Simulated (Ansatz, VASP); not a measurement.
Two plane-wave programs on Si

The input POSCAR:

```
Si
1.0
    0.0000000000      2.7333360000      2.7333360000
    2.7333360000      0.0000000000      2.7333360000
    2.7333360000      2.7333360000      0.0000000000
Si
2
Direct
    0.0000000000      0.0000000000      0.0000000000
    0.2500000000      0.2500000000      0.2500000000
```

The input INCAR.step1:

```
PREC = Accurate
ENCUT = 520
ISMEAR = -1
SIGMA = 0.1
LREAL = F
LASPH = T
NELM = 60
NBANDS = 11
GGA = PE
ALGO = Normal
EDIFF = 1E-4
LWAVE = T
LCHARG = F
```

The input INCAR.step2:

```
PREC = Accurate
ENCUT = 520
EDIFF = 1E-6
ISMEAR = -1
SIGMA = 0.1
LREAL = F
LASPH = T
NELM = 60
ALGO = Normal
ISIF = 2
LWAVE = F
LCHARG = T
METAGGA = R2SCAN
LMIXTAU = T
LELF = T
LVHAR = T
NBANDS = 11
ISTART = 1
```

File KPOINTS:

```
Automatic mesh
0
Gamma
  8 8 8
```

Input for Ansatz:

```yaml
crystal:
  lattice:
    - [0.0, 2.733336, 2.733336]
    - [2.733336, 0.0, 2.733336]
    - [2.733336, 2.733336, 0.0]
  atoms:
    - { symbol: Si, position: [0.0, 0.0, 0.0] }
    - { symbol: Si, position: [0.25, 0.25, 0.25] }
  symmetry: { tolerance: 0.0003 }
kpoints:
  mp_grid: { grid: [8, 8, 8], shift: [0, 0, 0] }
  band_path:
    path:
      - [0.375, 0.375, 0.75]
      - [0.0, 0.0, 0.0]
      - [0.5, 0.5, 0.5]
      - [0.5, 0.25, 0.75]
      - [0.5, 0.0, 0.5]
    npoints: 13
magnetization:
  spin_polarized: false
scf:
  occupations: { method: fermi_dirac }
  lower_state_search: "off"
  max_iter: 200
hamiltonian:
  pseudopotentials: { kind: paw }
  xc: r2scan
basis:
  ecutwfc: 500
  fft_grid_basis: typed
output:
  forces: true
  stress: true
  eigenvalues: true
  bader: true
  populations: true
  elf: true
  write_potential: true
  volumetric_format: npy
  dos:
    e_range: [-12, 8]
    de: 0.05
    projected: { site_lists: { Si: [Si] } }
checkpoint:
  read: saved_state
```

Alike in both runs: task single point; functional r2SCAN; k mesh 8 × 8 × 8; no spin polarisation.

|  | VASP | Ansatz |
| --- | --- | --- |
| version | VASP 6.6.1 | Ansatz 0.2.0 |
| potentials or method | VASP PAW PBE potentials, release 64 (Si), cutoff 520 eV | PAW plane waves |
| occupations | fermi-dirac, width 0.1 eV | fermi-dirac |
| valence electrons in the cell | 8 | 8 |

|  | VASP | Ansatz | Ansatz less VASP |
| --- | --- | --- | --- |
| pressure (GPa) | -1.4 | -1.2 | +0.23 |

VASP's potentials were made for PBE, not for r2SCAN.
